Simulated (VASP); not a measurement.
# MoPd (P-6m2) in VASP: further runs

MoPd is run at these levels: LDA; tasks: single point.

Everything below comes from runs of VASP 6.6.1. Logs are shortened: lines on timing, memory, paths and dates and some standing lists are left out, and cuts for length are marked.

## Step 1: The cell of the first run

The structure is hexagonal, space group P-6m2 (No. 187). The conventional cell has a = 2.866 Å, b = 2.866 Å, c = 4.685 Å, α = 90.00°, β = 90.00°, γ = 120.00°. Within 3.8 Å of Mo (site symmetry -6m2) lie 6 Mo at 2.87 Å and 6 Pd at 2.87 Å. Within 3.8 Å of Pd (site symmetry -6m2) lie 6 Pd at 2.87 Å and 6 Mo at 2.87 Å.

## Step 2: Single point, LDA

INCAR

```
SYSTEM = MoPd
ALGO = Normal
EDIFF = 1E-7
ENCUT = 520
GGA = CA
ISIF = 2
ISMEAR = 1
LASPH = .TRUE.
LCHARG = .FALSE.
LREAL = .FALSE.
LWAVE = .FALSE.
NBANDS = 19
NELM = 60
PREC = Accurate
SIGMA = 0.05
```

KPOINTS

```
k-points
0
G
  9 9 5
  0 0 0
```

POSCAR

```
MoPd
1.0
    2.8664969745      0.0000000000      0.0000000000
   -1.4332484873      2.4824592906      0.0000000000
    0.0000000000      0.0000000000      4.6850307442
Mo Pd
1 1
Direct
    0.6666666667      0.3333333333      0.5000000000
    0.3333333333      0.6666666667      0.0000000000
```

Potentials or basis: VASP PAW LDA potentials, release 64 (Mo_sv, Pd).

Command:

```console
cat potpaw_LDA.64/Mo_sv/POTCAR potpaw_LDA.64/Pd/POTCAR > POTCAR
mpirun -np 1 vasp_std > vasp.out
```

OUTCAR:

```text
SYSTEM = MoPd
   EDIFF = 1E-7
   ENCUT = 520
   GGA = CA
   ISIF = 2
   ISMEAR = 1
   LASPH = .TRUE.
   LREAL = .FALSE.
   NELM = 60
   PREC = Accurate

 ion  position               nearest neighbor table
   1  0.667  0.333  0.500-   2 2.87   2 2.87   2 2.87   2 2.87   2 2.87   2 2.87
   2  0.333  0.667  0.000-   1 2.87   1 2.87   1 2.87   1 2.87   1 2.87   1 2.87

  LATTYP: Found a hexagonal cell.
 ALAT       =     2.8664969745
 C/A-ratio  =     1.6344097991

  Lattice vectors:

 A1 = (   2.8664969745,   0.0000000000,   0.0000000000)
 A2 = (  -1.4332484873,   2.4824592906,   0.0000000000)
 A3 = (   0.0000000000,   0.0000000000,   4.6850307442)

Analysis of symmetry for initial positions (statically):
=====================================================================
 Subroutine PRICEL returns:
 Original cell was already a primitive cell.

 Routine SETGRP: Setting up the symmetry group for a
 hexagonal supercell.

 Subroutine GETGRP returns: Found 12 space group operations
 (whereof 12 operations were pure point group operations)
 out of a pool of 24 trial point group operations.

The static configuration has the point symmetry D_3h.

Analysis of symmetry for dynamics (positions and initial velocities):
=====================================================================
 Subroutine PRICEL returns:
 Original cell was already a primitive cell.

 Routine SETGRP: Setting up the symmetry group for a
 hexagonal supercell.

 Subroutine GETGRP returns: Found 12 space group operations
 (whereof 12 operations were pure point group operations)
 out of a pool of 24 trial point group operations.

The dynamic configuration has the point symmetry D_3h.

 Subroutine INISYM returns: Found 12 space group operations
 (whereof 12 operations are pure point group operations),
 and found     1 'primitive' translations

----------------------------------------------------------------------------------------

                                     Primitive cell

  volume of cell :      33.3385

  direct lattice vectors                    reciprocal lattice vectors
     2.866496974  0.000000000  0.000000000     0.348857860  0.201413172  0.000000000
    -1.433248487  2.482459291  0.000000000     0.000000000  0.402826344  0.000000000
     0.000000000  0.000000000  4.685030744     0.000000000  0.000000000  0.213445771

  length of vectors
     2.866496974  2.866497053  4.685030744     0.402826355  0.402826344  0.213445771

  position of ions in fractional coordinates (direct lattice)
     0.666666667  0.333333333  0.500000000
     0.333333333  0.666666667  0.000000000

  ion indices of the primitive-cell ions
   primitive index   ion index
                 1           1
                 2           2

----------------------------------------------------------------------------------------

 KPOINTS: k-points

Automatic generation of k-mesh.
 Grid dimensions read from file:
 generate k-points for:    9    9    5

 Generating k-lattice:

  Cartesian coordinates                     Fractional coordinates (reciprocal lattice)
     0.038761984  0.022379241  0.000000000     0.111111111  0.000000000  0.000000000
     0.000000000  0.044758483  0.000000000     0.000000000  0.111111111  0.000000000
     0.000000000  0.000000000  0.042689154     0.000000000  0.000000000  0.200000000

  Length of vectors
     0.044758484  0.044758483  0.042689154

  Shift w.r.t. Gamma in fractional coordinates (k-lattice)
     0.000000000  0.000000000  0.000000000

 Subroutine IBZKPT returns following result:
 ===========================================

 Found     36 irreducible k-points:

 Following reciprocal coordinates:
            Coordinates               Weight
  0.000000  0.000000  0.000000      1.000000
  0.111111  0.000000  0.000000      6.000000
  0.222222  0.000000  0.000000      6.000000
  0.333333  0.000000  0.000000      6.000000
  0.444444  0.000000  0.000000      6.000000
  0.111111  0.111111  0.000000      6.000000
[... 16 lines left out ...]
  0.333333  0.222222  0.200000     24.000000
  0.333333  0.333333  0.200000      4.000000
 [... further k-points ...]
   k-points           NKPTS =     36   k-points in BZ     NKDIM =     36   number of bands    NBANDS=     19
   number of dos      NEDOS =    301   number of ions     NIONS =      2
   total plane-waves  NPLWV =  20736
   dimension x,y,z NGX =    24 NGY =   24 NGZ =   36
   dimension x,y,z NGXF=    48 NGYF=   48 NGZF=   72
   ions per type =               1   1
   NGX,Y,Z   is equivalent  to a cutoff of  13.92, 13.92, 12.77 a.u.
   NGXF,Y,Z  is equivalent  to a cutoff of  27.84, 27.84, 25.55 a.u.
 SYSTEM =  MoPd
   PREC   = accura    normal or accurate (medium, high low for compatibility)
   ISTART =      0    job   : 0-new  1-cont  2-samecut
   ICHARG =      2    charge: 1-file 2-atom 10-const
   ISPIN  =      1    spin polarized calculation?
   LNONCOLLINEAR =      F non collinear calculations
   LSORBIT =      F    spin-orbit coupling
   LASPH  =      T    aspherical Exc in radial PAW
   ENCUT  =  520.0 eV  38.22 Ry    6.18 a.u.   5.33  5.33  8.71*2*pi/ulx,y,z
   NELM   =     60;   NELMIN=  2; NELMDL= -5     # of ELM steps
   EDIFF  = 0.1E-06   stopping-criterion for ELM
   LREAL  =      F    real-space projection
   EDIFFG = 0.1E-05   stopping-criterion for IOM
   NSW    =      0    number of steps for IOM
   IBRION =     -1    ionic relax: 0-MD 1-quasi-New 2-CG
   NFREE  =      0    steps in history (QN), initial steepest desc. (CG)
   ISIF   =      2    stress and relaxation
   ISYM   =      2    0-nonsym 1-usesym 2-fastsym
   POTIM  = 0.5000    time-step for ionic-motion
   TEBEG  =    0.0;   TEEND  =   0.0 temperature during run
   PSTRESS=    0.0 pullay stress
   NELECT =      24.0000    total number of electrons
   NUPDOWN=      -1.0000    fix difference up-down
   EMIN   =  10.00;   EMAX   =-10.00  energy-range for DOS
   EFERMI =   0.00;   METHOD = LEGACY
   ISMEAR =     1;   SIGMA  =   0.05  broadening in eV -4-tet -1-fermi 0-gaus
   EFERMI_NEDOS =   21; number of points for ismear=-14 and -15
   IALGO  =     38    algorithm
   IMIX   =      4    mixing-type and parameters
     AMIX     =   0.40;   BMIX     =  1.00
     AMIX_MAG =   1.60;   BMIX_MAG =  1.00
  volume/ion in A,a.u.               =      16.67       112.49
  Fermi-wavevector in a.u.,A,eV,Ry     =   1.467224  2.772652 29.289909  2.152748
  Thomas-Fermi vector in A             =   2.582868
   LORBIT       =      0    0 simple, 1 ext, 2 COOP (PROOUT), +10 PAW based schemes
   GGA     = CA    functional components
   LHFCALC =     F    Hartree Fock is set to
   AEXX    =    0.0000 exact exchange contribution
   IVDW    =     0    specifies the selected vdW correction
   LEPSILON=     F    determine dielectric tensor
   LRPA    =     F    only Hartree local field effects (RPA)
 non-spin polarized calculation
 Methfessel and Paxton  Order N= 1 SIGMA  =   0.05
  energy-cutoff  :      520.00
  volume of cell :       33.34
 maximum number of plane-waves:       917
 NGX is ok and might be reduce to    24
   NGX = 11   NGY = 11   NGZ = 17

 number of electron      23.9999997 magnetization

 Free energy of the ion-electron system (eV)
  ---------------------------------------------------
  ext. energy  EPLUGINS =         0.00000000
  ---------------------------------------------------
  free energy    TOTEN  =       -18.19646136 eV

  energy without entropy =      -18.19598194  energy(sigma->0) =      -18.19630155

 E-fermi :   9.7259     XC(G=0): -13.0339

 val. band max:        9.7242650852   @ k =   0.2222   0.2222   0.0000
 cond. band min:       9.7273372057   @ k =   0.4444   0.0000   0.2000
 fundamental gap:      0.0030721205
 Fermi energy:         9.7259050924

 k-point     1 :       0.0000    0.0000    0.0000
  band No.  band energies     occupation
      1     -50.9474      2.00000
      2     -25.2647      2.00000
      3     -24.6459      2.00000
      4     -24.6459      2.00000
      5       2.8463      2.00000
      6       4.7538      2.00000
[... 11 lines left out ...]
     18      23.7527      0.00000
     19      26.0333      0.00000

 k-point     2 :       0.1111    0.0000    0.0000
  band No.  band energies     occupation
      1     -50.9326      2.00000
      2     -25.2501      2.00000
      3     -24.7520      2.00000
      4     -24.6703      2.00000
      5       3.2262      2.00000
      6       5.0125      2.00000
[... 11 lines left out ...]
     18      24.4087      0.00000
     19      26.4894      0.00000

 k-point     3 :       0.2222    0.0000    0.0000
  band No.  band energies     occupation
      1     -50.8950      2.00000
      2     -25.2130      2.00000
      3     -25.0153      2.00000
      4     -24.7315      2.00000
      5       4.2001      2.00000
      6       5.4441      2.00000
[... 11 lines left out ...]
     18      22.7297      0.00000
     19      25.5641      0.00000

 k-point     4 :       0.3333    0.0000    0.0000
  band No.  band energies     occupation
      1     -50.8520      2.00000
      2     -25.3057      2.00000
      3     -25.1704      2.00000
      4     -24.8003      2.00000
      5       5.0331      2.00000
      6       5.3969      2.00000
[... 11 lines left out ...]
     18      19.3405      0.00000
     19      23.3067      0.00000

 k-point     5 :       0.4444    0.0000    0.0000
  band No.  band energies     occupation
      1     -50.8236      2.00000
      2     -25.4906      2.00000
      3     -25.1424      2.00000
      4     -24.8448      2.00000
      5       4.9684      2.00000
      6       5.3570      2.00000
[... 11 lines left out ...]
     18      18.9744      0.00000
     19      21.7910      0.00000
[... 334 lines left out ...]
      2     -25.4825      2.00000
      3     -25.1346      2.00000
      4     -24.9178      2.00000
      5       4.9597      2.00000
      6       5.3143      2.00000
[... 11 lines left out ...]
     18      19.6316      0.00000
     19      20.9547      0.00000

 k-point    22 :       0.2222    0.2222    0.2000
  band No.  band energies     occupation
      1     -50.8329      2.00000
      2     -25.3189      2.00000
      3     -25.1517      2.00000
      4     -24.9495      2.00000
      5       5.5473      2.00000
      6       5.7370      2.00000
[... 11 lines left out ...]
     18      19.9798      0.00000
     19      21.4524      0.00000

 k-point    23 :       0.3333    0.2222    0.2000
  band No.  band energies     occupation
      1     -50.8112      2.00000
      2     -25.3842      2.00000
      3     -25.1296      2.00000
      4     -25.0642      2.00000
      5       5.3566      2.00000
      6       5.8981      2.00000
[... 11 lines left out ...]
     18      19.0758      0.00000
     19      21.1190      0.00000

 k-point    24 :       0.3333    0.3333    0.2000
  band No.  band energies     occupation
      1     -50.8037      2.00000
      2     -25.2594      2.00000
      3     -25.2543      2.00000
      4     -25.1219      2.00000
      5       5.5773      2.00000
      6       6.0022      2.00000
[... 11 lines left out ...]
     18      20.6730      0.00000
     19      21.4291      0.00000

 [... further k-points ...]

------------------------ aborting loop because EDIFF is reached ----------------------------------------

  FORCE on cell =-STRESS in cart. coord.  units (eV):
  Direction    XX          YY          ZZ          XY          YZ          ZX
  --------------------------------------------------------------------------------------
  -------------------------------------------------------------------------------------
  Total       -5.6962448     -5.6962452     -5.4425213      0.0000000      0.0000000      0.0000000
  in kB     -273.7493909   -273.7494109   -261.5559782      0.0000000      0.0000000      0.0000000
  external PRESSURE =    -269.6849266 kB  Pullay stress =       0.0000000 kB

 VOLUME and BASIS-vectors are now :
 -----------------------------------------------------------------------------
  energy-cutoff  :      520.00
  volume of cell :       33.34
      direct lattice vectors                 reciprocal lattice vectors
     2.866496974  0.000000000  0.000000000     0.348857860  0.201413172  0.000000000
    -1.433248487  2.482459291  0.000000000     0.000000000  0.402826344  0.000000000
     0.000000000  0.000000000  4.685030744     0.000000000  0.000000000  0.213445771

 POSITION                                       TOTAL-FORCE (eV/Angst)
 -----------------------------------------------------------------------------------
      1.43325      0.82749      2.34252        -0.000000     -0.000000      0.000000
     -0.00000      1.65497      0.00000         0.000000      0.000000      0.000000
 -----------------------------------------------------------------------------------
    total drift:                               -0.000000      0.000000      0.000000

  FREE ENERGIE OF THE ION-ELECTRON SYSTEM (eV)
  ---------------------------------------------------
  free  energy   TOTEN  =       -18.1964613637 eV

  energy  without entropy=      -18.1959819356  energy(sigma->0) =      -18.19630155
```

Wall time 11 s (1 thread of AMD EPYC 9R45 (Zen 5), shared host); peak memory 0.12 GiB.

What came out:

| Property | Result |
| --- | --- |
| Free energy | -18.1965 eV |
| Pressure | -27.0 GPa |
| Band gap on the k mesh | zero (band 12 reaches 10.78 eV, above the bottom of band 13 at 9.11 eV) |

## Step 3: Single point, LDA

This run uses another cell than the first one, of 17.29 Å³/atom, 1.037 times its volume.

INCAR

```
  PREC = Accurate
  ENCUT = 520
  EDIFF = 1E-6
  ISMEAR = 1
  SIGMA = 0.05
  LREAL = F
  LASPH = T
  NELM = 60
  ALGO = Normal
  ISIF = 2
  LWAVE = F
  LCHARG = F
  GGA = CA
  NBANDS = 19
```

KPOINTS

```
regular mesh
0
Gamma
  9 9 5
```

POSCAR

```
MoPd
1.0
    2.9014577002      0.0000000000      0.0000000000
   -1.4507288501      2.5127361683      0.0000000000
    0.0000000000      0.0000000000      4.7421708969
Mo Pd
1 1
Direct
    0.6666666667      0.3333333333      0.5000000000
    0.3333333333      0.6666666667      0.0000000000
```

Potentials or basis: VASP PAW LDA potentials, release 64 (Mo_sv, Pd).

Command:

```console
cat potpaw_LDA.64/Mo_sv/POTCAR potpaw_LDA.64/Pd/POTCAR > POTCAR
mpirun -np 1 vasp_std > vasp.out
```

It took 13 s on 1 thread of AMD EPYC 9R45 (Zen 5), shared host; peak memory 0.12 GiB.

Results (log left out):

* Free energy: -17.9729 eV
* Pressure: -31.0 GPa
* Band gap on the k mesh: zero (band 12 reaches 10.20 eV, above the bottom of band 13 at 8.61 eV)

Stress tensor (GPa, compression positive):
```
-31.48   0.00   0.00
  0.00 -31.48   0.00
  0.00   0.00 -30.17
```

Levels at points of the mesh, in eV from the Fermi level:
```csv
k point,band 9,band 10,band 11,band 12,band 13,band 14,band 15,band 16
"(0.00, 0.00, 0.00)",-2.02,-1.82,-1.82,-0.37,-0.37,0.85,1.99,1.99
```
